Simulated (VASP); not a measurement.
The system is BAs.

```xyz
4
Lattice="3.3659 0.0000 0.0000 -1.6829 2.9149 0.0000 0.0000 0.0000 8.7446" Properties=species:S:1:pos:R:3 pbc="T T T"
B     0.0000    1.9433    2.1861
B     1.6829    0.9716    6.5584
As    1.6829    0.9716    2.1861
As    0.0000    1.9433    6.5584
```

Base run:

* Program: VASP 6.6.1
* Functional: r2SCAN
* Potentials or basis: VASP PAW PBE potentials, release 64 (B, As)
* Cutoff: 520 eV
* k mesh: 6 × 6 × 2
* Occupations: gaussian, width 0.01 eV
* Spin: no spin polarisation

Its results: band gap on the k mesh 0.95 eV; pressure 0.2 GPa.

The run is repeated on the same cell with these changes: functional from r2SCAN to PBE. What comes out?

Band gap on the k mesh 0.71 eV; pressure 2.0 GPa.

Caveats: the PAW data sets were made with another functional, which shifts forces and pressure a little (at least some runs); this functional lacks dispersion, which binds the layers, so the pressure and a relaxed spacing across them are unreliable (at least some runs).

A k mesh can miss the band edges.
